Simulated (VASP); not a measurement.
## C: single point with PBE

Crystal: C.

```
C
1.0
     1.35273   -3.90771    0.00000
     1.35273    3.90771    0.00000
     0.00000    0.00000    2.50921
C
4
Direct
  0.08592 0.91408 0.50000
  0.91408 0.08592 0.50000
  0.18929 0.81071 0.00000
  0.81071 0.18929 0.00000
```

- Program: VASP 6.6.1
- Task: single point
- Functional: PBE
- Potentials or basis: VASP PAW PBE potentials, release 64 (C)
- Cutoff: 520 eV
- k mesh: 6 × 6 × 6
- Occupations: gaussian, width 0.1 eV
- Spin: collinear spin, ferromagnetic start
- Starting moments: [1.0, 1.0, 1.0, 1.0] μB

- Pressure: 0.5 GPa
- Largest force: 0.058 eV/Å
- Band gap on the k mesh: zero (filled and empty bands overlap)
- Net moment: 0.00 μB per cell
- Valence electrons inside the program's atomic spheres: C 2.65, 2.51

Forces in eV/Å, atoms in the order of the input:
```
C    0.000 -0.058  0.000
C    0.000  0.058  0.000
C    0.000 -0.002  0.000
C    0.000  0.002  0.000
```

Stress tensor (GPa, compression positive):
```
-0.06  0.00  0.00
 0.00  0.77  0.00
 0.00  0.00  0.69
```

Levels at points of the mesh, in eV from the Fermi level:
Spin up:
| k point | band 6 | band 7 | band 8 | band 9 | band 10 | band 11 |
| --- | --- | --- | --- | --- | --- | --- |
| (0.00, 0.00, 0.00) | -2.96 | -2.46 | -2.39 | 2.34 | 4.78 | 5.97 |
| (0.50, 0.00, 0.00) | -5.58 | -3.91 | -3.67 | 2.09 | 6.92 | 7.46 |
| (0.50, 0.50, 0.00) | -5.48 | -5.05 | 1.32 | 1.41 | 2.37 | 5.80 |
| (0.00, 0.00, 0.50) | -7.87 | -3.93 | -0.79 | 3.77 | 5.53 | 6.15 |
| (0.50, 0.00, 0.50) | -8.43 | -6.75 | -5.36 | 0.21 | 5.29 | 6.19 |
| (0.50, 0.50, 0.50) | -4.27 | -4.04 | -1.25 | 5.03 | 5.12 | 6.92 |
Spin down:
| k point | band 6 | band 7 | band 8 | band 9 | band 10 | band 11 |
| --- | --- | --- | --- | --- | --- | --- |
| (0.00, 0.00, 0.00) | -2.96 | -2.46 | -2.39 | 2.34 | 4.78 | 5.97 |
| (0.50, 0.00, 0.00) | -5.58 | -3.91 | -3.67 | 2.09 | 6.92 | 7.46 |
| (0.50, 0.50, 0.00) | -5.48 | -5.05 | 1.32 | 1.41 | 2.37 | 5.80 |
| (0.00, 0.00, 0.50) | -7.87 | -3.93 | -0.79 | 3.77 | 5.53 | 6.15 |
| (0.50, 0.00, 0.50) | -8.43 | -6.75 | -5.36 | 0.21 | 5.29 | 6.19 |
| (0.50, 0.50, 0.50) | -4.27 | -4.04 | -1.25 | 5.03 | 5.12 | 6.92 |

Wall time 48 s on 1 thread of Intel(R) Xeon(R) Platinum 8259CL CPU @ 2.50GHz (Skylake/Cascade Lake), with other jobs on the host, peak memory 0.18 GiB.

Caveat: the k points lie up to 0.42 Å⁻¹ apart.
